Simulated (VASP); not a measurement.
# Ir: relaxation of cell and atoms with LDA

Ir:

```
Ir
1.0
     0.00000    1.91560    1.91560
     1.91560    0.00000    1.91560
     1.91560    1.91560    0.00000
Ir
1
Direct
  0.00000 0.00000 0.00000
```

```json
{
 "Program": "VASP 6.6.1",
 "Task": "relaxation of cell and atoms",
 "Functional": "LDA",
 "Potentials or basis": "VASP PAW LDA potentials, release 64 (Ir)",
 "Cutoff": "600 eV",
 "k mesh": "12 × 12 × 12",
 "Occupations": "fermi-dirac, width 0.05 eV",
 "Spin": "no spin polarisation",
 "Dipole correction": "no",
 "Further INCAR settings": "ALGO = Normal; EDIFF = 1e-06; IBRION = 2; EDIFFG = -0.01; NSW = 80; ISIF = 3"
}
```

The relaxed volume is 13.92 Å³/atom. The relaxed cell is a = 2.700 Å, b = 2.700 Å, c = 2.700 Å, α = 60.00°, β = 60.00°, γ = 60.00° and the space group after relaxing (to 0.05 Å) is Fm-3m (No. 225). The energy gained by relaxing is 1.8 meV/atom and the ionic steps are 3. The pressure after relaxing is -0.1 GPa.

The path:
```
step  energy change (eV)  largest force (eV/Å)  pressure (GPa)  volume (Å³)
   1              0.0000                0.0000           -4.06        14.06
   2              0.0301                0.0000           18.80        13.35
   3             -0.0018                0.0000           -0.08        13.92
```

Final structure:
```xyz
1
Lattice="0.0000 1.9092 1.9092 1.9092 0.0000 1.9092 1.9092 1.9092 0.0000" Properties=species:S:1:pos:R:3 pbc="T T T"
Ir    0.0000    0.0000    0.0000
```

Levels at points of the mesh, in eV from the Fermi level:
```tsv
k point	band 2	band 3	band 4	band 5	band 6	band 7
(0.00, 0.00, 0.00)	-4.05	-4.05	-4.05	-1.26	-1.26	14.28
(0.50, 0.00, 0.00)	-4.15	-4.15	-0.79	0.89	0.89	7.40
(0.50, 0.50, 0.00)	-7.58	0.88	1.48	1.48	1.71	10.71
```

Wall time 9.3 s on 1 thread of Intel(R) Xeon(R) 6975P-C (Granite Rapids), with other jobs on the host, peak memory 0.14 GiB.

Caveat: spin-orbit coupling is left out, which moves the levels of the heavy elements. LDA usually gives volumes a few per cent too small.
